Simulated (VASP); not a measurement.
# KBr (Fm-3m) in VASP: notebook

Aim: see how the results for KBr move with the level of theory and the settings. Levels: PBE, HSE06. Tasks: single point.

Program: VASP 6.6.1. These are calculated values, not measurements. Logs are shortened: lines on timing, memory, paths and dates and some standing lists are left out, and cuts for length are marked.

## Step 1: The cell of the first run

The structure is cubic, space group Fm-3m (No. 225). The conventional cell has a = 6.604 Å, b = 6.604 Å, c = 6.604 Å, α = 90.00°, β = 90.00°, γ = 90.00°. Within 4.3 Å of K (site symmetry m-3m) lie 6 Br at 3.30 Å. Br (site symmetry m-3m) has 6 K at 3.30 Å within 4.3 Å.

## Step 2: Single point, PBE

Input file INCAR:

```
  PREC = Accurate
  ENCUT = 520
  EDIFF = 1E-6
  ISMEAR = 0
  SIGMA = 0.01
  LREAL = False
  LASPH = True
  NELM = 100
  ALGO = Normal
  ISIF = 2
  LWAVE = False
  LCHARG = False
  GGA = PE
  NBANDS = 15
```

Input file KPOINTS:

```
regular mesh
0
Gamma
  6 6 6
```

Input file POSCAR:

```
KBr
1.0
    0.0000000000      3.3022478268      3.3022478268
    3.3022478268      0.0000000000      3.3022478268
    3.3022478268      3.3022478268      0.0000000000
K Br
1 1
Direct
    0.0000000000      0.0000000000      0.0000000000
    0.5000000000      0.5000000000      0.5000000000
```

Potentials or basis: VASP PAW PBE potentials, release 64 (K_sv, Br).

Launch:

```bash
$ cat potpaw_PBE.64/K_sv/POTCAR potpaw_PBE.64/Br/POTCAR > POTCAR
$ mpirun -np 1 vasp_std > vasp.out
```

OUTCAR:

```text
PREC = Accurate
   ENCUT = 520
   EDIFF = 1E-6
   ISMEAR = 0
   LREAL = False
   LASPH = True
   NELM = 100
   ISIF = 2
   GGA = PE

 ion  position               nearest neighbor table
   1  0.000  0.000  0.000-   2 3.30   2 3.30   2 3.30   2 3.30   2 3.30   2 3.30
   2  0.500  0.500  0.500-   1 3.30   1 3.30   1 3.30   1 3.30   1 3.30   1 3.30

  LATTYP: Found a face centered cubic cell.
 ALAT       =     6.6044956536

  Lattice vectors:

 A1 = (   0.0000000000,   3.3022478268,   3.3022478268)
 A2 = (   3.3022478268,   0.0000000000,   3.3022478268)
 A3 = (   3.3022478268,   3.3022478268,   0.0000000000)

Analysis of symmetry for initial positions (statically):
=====================================================================
 Subroutine PRICEL returns:
 Original cell was already a primitive cell.

 Routine SETGRP: Setting up the symmetry group for a
 face centered cubic supercell.

 Subroutine GETGRP returns: Found 48 space group operations
 (whereof 48 operations were pure point group operations)
 out of a pool of 48 trial point group operations.

The static configuration has the point symmetry O_h .

Analysis of symmetry for dynamics (positions and initial velocities):
=====================================================================
 Subroutine PRICEL returns:
 Original cell was already a primitive cell.

 Routine SETGRP: Setting up the symmetry group for a
 face centered cubic supercell.

 Subroutine GETGRP returns: Found 48 space group operations
 (whereof 48 operations were pure point group operations)
 out of a pool of 48 trial point group operations.

The dynamic configuration has the point symmetry O_h .

 Subroutine INISYM returns: Found 48 space group operations
 (whereof 48 operations are pure point group operations),
 and found     1 'primitive' translations

----------------------------------------------------------------------------------------

                                     Primitive cell

  volume of cell :      72.0210

  direct lattice vectors                    reciprocal lattice vectors
     0.000000000  3.302247827  3.302247827    -0.151412016  0.151412016  0.151412016
     3.302247827  0.000000000  3.302247827     0.151412016 -0.151412016  0.151412016
     3.302247827  3.302247827  0.000000000     0.151412016  0.151412016 -0.151412016

  length of vectors
     4.670083663  4.670083663  4.670083663     0.262253304  0.262253304  0.262253304

  position of ions in fractional coordinates (direct lattice)
     0.000000000  0.000000000  0.000000000
     0.500000000  0.500000000  0.500000000

  ion indices of the primitive-cell ions
   primitive index   ion index
                 1           1
                 2           2

----------------------------------------------------------------------------------------

 KPOINTS: regular mesh

Automatic generation of k-mesh.
 Grid dimensions read from file:
 generate k-points for:    6    6    6

 Generating k-lattice:

  Cartesian coordinates                     Fractional coordinates (reciprocal lattice)
    -0.025235336  0.025235336  0.025235336     0.166666667  0.000000000  0.000000000
     0.025235336 -0.025235336  0.025235336     0.000000000  0.166666667  0.000000000
     0.025235336  0.025235336 -0.025235336     0.000000000  0.000000000  0.166666667

  Length of vectors
     0.043708884  0.043708884  0.043708884

  Shift w.r.t. Gamma in fractional coordinates (k-lattice)
     0.000000000  0.000000000  0.000000000

 Subroutine IBZKPT returns following result:
 ===========================================

 Found     16 irreducible k-points:

 Following reciprocal coordinates:
            Coordinates               Weight
  0.000000  0.000000  0.000000      1.000000
  0.166667  0.000000  0.000000      8.000000
  0.333333  0.000000  0.000000      8.000000
  0.500000  0.000000  0.000000      4.000000
  0.166667  0.166667  0.000000      6.000000
  0.333333  0.166667  0.000000     24.000000
[... 8 lines left out ...]
 -0.333333  0.333333  0.166667     24.000000
 -0.333333  0.500000  0.166667     12.000000
   k-points           NKPTS =     16   k-points in BZ     NKDIM =     16   number of bands    NBANDS=     15
   number of dos      NEDOS =    301   number of ions     NIONS =      2
   total plane-waves  NPLWV =  46656
   dimension x,y,z NGX =    36 NGY =   36 NGZ =   36
   dimension x,y,z NGXF=    72 NGYF=   72 NGZF=   72
   ions per type =               1   1
   NGX,Y,Z   is equivalent  to a cutoff of  12.82, 12.82, 12.82 a.u.
   NGXF,Y,Z  is equivalent  to a cutoff of  25.63, 25.63, 25.63 a.u.
 SYSTEM =  unknown system
   PREC   = accura    normal or accurate (medium, high low for compatibility)
   ISTART =      0    job   : 0-new  1-cont  2-samecut
   ICHARG =      2    charge: 1-file 2-atom 10-const
   ISPIN  =      1    spin polarized calculation?
   LNONCOLLINEAR =      F non collinear calculations
   LSORBIT =      F    spin-orbit coupling
   LASPH  =      T    aspherical Exc in radial PAW
   ENCUT  =  520.0 eV  38.22 Ry    6.18 a.u.   8.68  8.68  8.68*2*pi/ulx,y,z
   NELM   =    100;   NELMIN=  2; NELMDL= -5     # of ELM steps
   EDIFF  = 0.1E-05   stopping-criterion for ELM
   LREAL  =      F    real-space projection
   EDIFFG = 0.1E-04   stopping-criterion for IOM
   NSW    =      0    number of steps for IOM
   IBRION =     -1    ionic relax: 0-MD 1-quasi-New 2-CG
   NFREE  =      0    steps in history (QN), initial steepest desc. (CG)
   ISIF   =      2    stress and relaxation
   ISYM   =      2    0-nonsym 1-usesym 2-fastsym
   POTIM  = 0.5000    time-step for ionic-motion
   TEBEG  =    0.0;   TEEND  =   0.0 temperature during run
   PSTRESS=    0.0 pullay stress
   NELECT =      16.0000    total number of electrons
   NUPDOWN=      -1.0000    fix difference up-down
   EMIN   =  10.00;   EMAX   =-10.00  energy-range for DOS
   EFERMI =   0.00;   METHOD = LEGACY
   ISMEAR =     0;   SIGMA  =   0.01  broadening in eV -4-tet -1-fermi 0-gaus
   EFERMI_NEDOS =   21; number of points for ismear=-14 and -15
   IALGO  =     38    algorithm
   IMIX   =      4    mixing-type and parameters
     AMIX     =   0.40;   BMIX     =  1.00
     AMIX_MAG =   1.60;   BMIX_MAG =  1.00
  volume/ion in A,a.u.               =      36.01       243.01
  Fermi-wavevector in a.u.,A,eV,Ry     =   0.991506  1.873674 13.375661  0.983083
  Thomas-Fermi vector in A             =   2.123252
   LORBIT       =      0    0 simple, 1 ext, 2 COOP (PROOUT), +10 PAW based schemes
   GGA     = PE    functional components
   LHFCALC =     F    Hartree Fock is set to
   AEXX    =    0.0000 exact exchange contribution
   IVDW    =     0    specifies the selected vdW correction
   LEPSILON=     F    determine dielectric tensor
   LRPA    =     F    only Hartree local field effects (RPA)
 non-spin polarized calculation
 Gauss-broadening in eV      SIGMA  =   0.01
  energy-cutoff  :      520.00
  volume of cell :       72.02
 maximum number of plane-waves:      1964
   NGX = 17   NGY = 17   NGZ = 17

 number of electron      15.9999997 magnetization

 Free energy of the ion-electron system (eV)
  ---------------------------------------------------
  ext. energy  EPLUGINS =         0.00000000
  ---------------------------------------------------
  free energy    TOTEN  =        -6.21576923 eV

  energy without entropy =       -6.21576923  energy(sigma->0) =       -6.21576923

 E-fermi :  -1.6377     XC(G=0):  -7.3624

 val. band max:       -1.7487464724   @ k =   0.0000   0.0000   0.0000
 cond. band min:       2.6797182697   @ k =   0.0000   0.0000   0.0000
 fundamental gap:      4.4284647422
 Fermi energy:        -1.6376822909

 k-point     1 :       0.0000    0.0000    0.0000
  band No.  band energies     occupation
      1     -29.5342      2.00000
      2     -14.0385      2.00000
      3     -13.0113      2.00000
      4     -13.0113      2.00000
      5     -13.0113      2.00000
      6      -1.7487      2.00000
      7      -1.7487      2.00000
      8      -1.7487      2.00000
      9       2.6797      0.00000
     10       5.8550      0.00000
     11       5.8550      0.00000
     12       5.8550      0.00000
     13       6.6769      0.00000
     14       6.6769      0.00000
     15       9.8483      0.00000

 k-point     2 :       0.1667    0.0000    0.0000
  band No.  band energies     occupation
      1     -29.5328      2.00000
      2     -14.0896      2.00000
      3     -13.0127      2.00000
      4     -13.0127      2.00000
      5     -12.9428      2.00000
      6      -2.1130      2.00000
      7      -1.8367      2.00000
      8      -1.8367      2.00000
      9       3.3345      0.00000
     10       5.7152      0.00000
     11       6.1788      0.00000
     12       6.1788      0.00000
     13       7.0336      0.00000
     14       7.0336      0.00000
     15      10.7299      0.00000

 k-point     3 :       0.3333    0.0000    0.0000
  band No.  band energies     occupation
      1     -29.5300      2.00000
      2     -14.1772      2.00000
      3     -13.0155      2.00000
      4     -13.0155      2.00000
      5     -12.8197      2.00000
      6      -2.6840      2.00000
      7      -2.0020      2.00000
      8      -2.0020      2.00000
      9       4.4439      0.00000
     10       5.9653      0.00000
     11       7.0449      0.00000
     12       7.0449      0.00000
     13       7.9323      0.00000
     14       7.9323      0.00000
     15       9.7381      0.00000

 k-point     4 :       0.5000    0.0000    0.0000
  band No.  band energies     occupation
      1     -29.5286      2.00000
      2     -14.2157      2.00000
      3     -13.0168      2.00000
      4     -13.0168      2.00000
      5     -12.7631      2.00000
      6      -2.9232      2.00000
      7      -2.0799      2.00000
      8      -2.0799      2.00000
      9       4.8375      0.00000
     10       6.4787      0.00000
     11       8.0090      0.00000
     12       8.0090      0.00000
     13       8.3205      0.00000
     14       8.3205      0.00000
     15       9.1722      0.00000
[... 163 lines left out ...]
 k-point    14 :       0.5000    0.3333    0.1667
  band No.  band energies     occupation
      1     -29.5283      2.00000
      2     -14.1003      2.00000
      3     -13.0502      2.00000
      4     -13.0323      2.00000
      5     -12.8877      2.00000
      6      -2.6106      2.00000
      7      -2.1222      2.00000
      8      -2.0908      2.00000
      9       5.0912      0.00000
     10       5.3079      0.00000
     11       7.1138      0.00000
     12       7.9566      0.00000
     13       8.0262      0.00000
     14       8.1773      0.00000
     15       9.2335      0.00000

 k-point    15 :      -0.3333    0.3333    0.1667
  band No.  band energies     occupation
      1     -29.5274      2.00000
      2     -14.0884      2.00000
      3     -13.0597      2.00000
      4     -13.0467      2.00000
      5     -12.8840      2.00000
      6      -2.5728      2.00000
      7      -2.2750      2.00000
      8      -2.1433      2.00000
      9       5.4557      0.00000
     10       5.8357      0.00000
     11       6.7957      0.00000
     12       7.4049      0.00000
     13       8.5767      0.00000
     14       8.8865      0.00000
     15       9.2790      0.00000

 k-point    16 :      -0.3333    0.5000    0.1667
  band No.  band energies     occupation
      1     -29.5270      2.00000
      2     -14.0156      2.00000
      3     -13.0873      2.00000
      4     -13.0603      2.00000
      5     -12.9462      2.00000
      6      -2.4544      2.00000
      7      -2.2231      2.00000
      8      -2.1958      2.00000
      9       4.8466      0.00000
     10       6.1654      0.00000
     11       6.5421      0.00000
     12       7.4843      0.00000
     13       8.2431      0.00000
     14       9.0372      0.00000
     15       9.5598      0.00000

------------------------ aborting loop because EDIFF is reached ----------------------------------------

  FORCE on cell =-STRESS in cart. coord.  units (eV):
  Direction    XX          YY          ZZ          XY          YZ          ZX
  --------------------------------------------------------------------------------------
  -------------------------------------------------------------------------------------
  Total        0.3242249      0.3242249      0.3242249      0.0000000      0.0000000     -0.0000000
  in kB        7.2127012      7.2127012      7.2127012      0.0000000      0.0000000     -0.0000000
  external PRESSURE =       7.2127012 kB  Pullay stress =       0.0000000 kB

 VOLUME and BASIS-vectors are now :
 -----------------------------------------------------------------------------
  energy-cutoff  :      520.00
  volume of cell :       72.02
      direct lattice vectors                 reciprocal lattice vectors
     0.000000000  3.302247827  3.302247827    -0.151412016  0.151412016  0.151412016
     3.302247827  0.000000000  3.302247827     0.151412016 -0.151412016  0.151412016
     3.302247827  3.302247827  0.000000000     0.151412016  0.151412016 -0.151412016

 POSITION                                       TOTAL-FORCE (eV/Angst)
 -----------------------------------------------------------------------------------
      0.00000      0.00000      0.00000        -0.000000     -0.000000     -0.000000
      3.30225      3.30225      3.30225         0.000000      0.000000      0.000000
 -----------------------------------------------------------------------------------
    total drift:                                0.000000      0.000000      0.000000

  FREE ENERGIE OF THE ION-ELECTRON SYSTEM (eV)
  ---------------------------------------------------
  free  energy   TOTEN  =        -6.2157692273 eV

  energy  without entropy=       -6.2157692273  energy(sigma->0) =       -6.21576923
```

Wall time 8.9 s (1 thread of Intel Xeon 6975P-C (Granite Rapids), shared host); peak memory 0.21 GiB.

What came out:

```
Free energy            : -6.2158 eV
Pressure               : 0.7 GPa
Band gap on the k mesh : 4.43 eV, direct
```

Levels at points of the mesh, in eV from the valence-band top:
```tsv
k point	band 5	band 6	band 7	band 8	band 9	band 10	band 11	band 12
(0.00, 0.00, 0.00)	-11.26	0.00	0.00	0.00	4.43	7.60	7.60	7.60
(0.50, 0.00, 0.00)	-11.01	-1.17	-0.33	-0.33	6.59	8.23	9.76	9.76
(0.50, 0.50, 0.00)	-11.30	-0.81	-0.28	-0.28	5.87	7.19	9.36	9.50
```

## Step 3: Single point, HSE06

POSCAR is that of step 2.

Input file INCAR.step1:

```
  PREC = Accurate
  ENCUT = 520
  EDIFF = 1E-5
  ISMEAR = 0
  SIGMA = 0.01
  LREAL = F
  LASPH = T
  NELM = 80
  ALGO = Normal
  ISIF = 2
  LWAVE = T
  LCHARG = F
  NBANDS = 15
  GGA = PE
```

Input file INCAR.step2:

```
  PREC = Accurate
  ENCUT = 520
  EDIFF = 1E-7
  ISMEAR = 0
  SIGMA = 0.01
  LREAL = F
  LASPH = T
  NELM = 80
  ALGO = Normal
  ISIF = 2
  LWAVE = F
  LCHARG = F
  GGA = PE
  LHFCALC = T
  HFSCREEN = 0.2079
  PRECFOCK = Normal
  NBANDS = 15
  ISTART = 1
```

Input file KPOINTS:

```
regular mesh
0
Gamma
  4 4 4
```

Potentials or basis: VASP PAW PBE potentials, release 64 (K_sv, Br).

Launch:

```bash
$ cat potpaw_PBE.64/K_sv/POTCAR potpaw_PBE.64/Br/POTCAR > POTCAR
$ cp INCAR.step1 INCAR
$ mpirun -np 1 vasp_std > vasp.out
$ cp INCAR.step2 INCAR
$ mpirun -np 1 vasp_std > vasp.out
```

It took 4 min on 1 thread of Intel Xeon 6975P-C (Granite Rapids), shared host; peak memory 0.32 GiB.

The run converged. Its results:

| Item | Value |
| --- | --- |
| Free energy | -7.1695 eV |
| Pressure | 0.5 GPa |
| Band gap on the k mesh | 5.59 eV, direct |

Levels at points of the mesh, in eV from the valence-band top:
```csv
k point,band 4,band 5,band 6,band 7,band 8,band 9,band 10,band 11,band 12,band 13
"(0.00, 0.00, 0.00)",-12.10,-12.10,0.00,0.00,0.00,5.59,8.97,8.97,8.97,9.92
"(0.50, 0.00, 0.00)",-12.10,-11.84,-1.23,-0.34,-0.34,7.74,9.58,11.37,11.37,11.38
"(0.50, 0.50, 0.00)",-12.13,-12.13,-0.86,-0.31,-0.31,7.07,8.48,10.77,10.97,11.30
```

Caveat: the PAW data sets were made with another functional, which shifts forces and pressure a little.
